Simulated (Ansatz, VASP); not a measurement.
## Mg4H: VASP beside Ansatz

INCAR

```
SYSTEM = Mg4H
  ALGO = Normal
  DIPOL = 0.5 0.5 0.311
  EDIFF = 1E-7
  ENCUT = 520
  GGA = PE
  IDIPOL = 3
  ISIF = 2
  ISMEAR = 0
  LASPH = .TRUE.
  LCHARG = .FALSE.
  LDIPOL = .TRUE.
  LREAL = .FALSE.
  LWAVE = .FALSE.
  NBANDS = 20
  NELM = 100
  PREC = Accurate
  SIGMA = 0.1
```

KPOINTS

```
k-points
0
G
  4 5 1
  0 0 0
```

POSCAR

```
Mg4H
1.0
    6.4201385733      0.0000000000      0.0000000000
    0.0000000000      5.1379129567      0.0000000000
    0.0000000000      0.0000000000     21.6644777330
Mg H
8 2
Direct
    0.0000000000      0.7500000000      0.1846340378
    0.5000000000      0.7500000000      0.1846340378
    0.2500000000      0.2500000000      0.2274076137
    0.7500000000      0.2500000000      0.2274076137
    0.2500000000      0.7500000000      0.3173234500
    0.7500000000      0.7500000000      0.3173234500
    0.0000000000      0.2500000000      0.3537808678
    0.5000000000      0.2500000000      0.3537808678
    0.6993780397      0.0833333333      0.4737929924
    0.8006219603      0.0833333333      0.4737929924
```

Input for Ansatz:

```yaml
crystal:
  lattice:
    - [6.4201385733, 0.0, 0.0]
    - [0.0, 5.1379129567, 0.0]
    - [0.0, 0.0, 21.664477733]
  atoms:
    - { symbol: Mg, position: [0.0, 0.75, 0.1846340378] }
    - { symbol: Mg, position: [0.5, 0.75, 0.1846340378] }
    - { symbol: Mg, position: [0.25, 0.25, 0.2274076137] }
    - { symbol: Mg, position: [0.75, 0.25, 0.2274076137] }
    - { symbol: Mg, position: [0.25, 0.75, 0.31732345] }
    - { symbol: Mg, position: [0.75, 0.75, 0.31732345] }
    - { symbol: Mg, position: [0.0, 0.25, 0.3537808678] }
    - { symbol: Mg, position: [0.5, 0.25, 0.3537808678] }
    - { symbol: H, position: [0.6993780397, 0.0833333333, 0.4737929924] }
    - { symbol: H, position: [0.8006219603, 0.0833333333, 0.4737929924] }
basis:
  ecutwfc: 420
kpoints:
  mp_grid: { grid: [4, 5, 1] }
hamiltonian:
  xc: pbe
scf:
  occupations: { method: gaussian, width: 0.1 }
output:
  forces: true
  eigenvalues: true
efield:
  axis: 3
  dipole_correction: true
  ramp_width: 0.04
```

Alike in both runs: task single point; functional PBE; k mesh 4 × 5 × 1; occupations gaussian, width 0.1 eV; no spin polarisation.

|  | VASP | Ansatz |
| --- | --- | --- |
| version | VASP 6.6.1 | Ansatz 0.2.0 |
| potentials or method | VASP PAW PBE potentials, release 64 (Mg, H), cutoff 520 eV | scalar-relativistic, plane waves, PAW |
| valence electrons in the cell | 18 | 82 |

|  | VASP | Ansatz | Ansatz less VASP |
| --- | --- | --- | --- |
| gap on the k mesh at the Fermi level (eV) | none | none | - |
| rms of the force components (eV/Å) | 1.272 | 1.263 | -0.0091 |

Atom by atom the forces differ by 0.009 eV/Å (rms over components). A gap of «none» marks a metal or a gap that the smearing closes. With one functional, cell and mesh, what is left measures potentials, basis and numerics. VASP's potentials hold 18 valence electrons a cell and Ansatz's 82, so a difference there can come from the potentials and not from the codes.
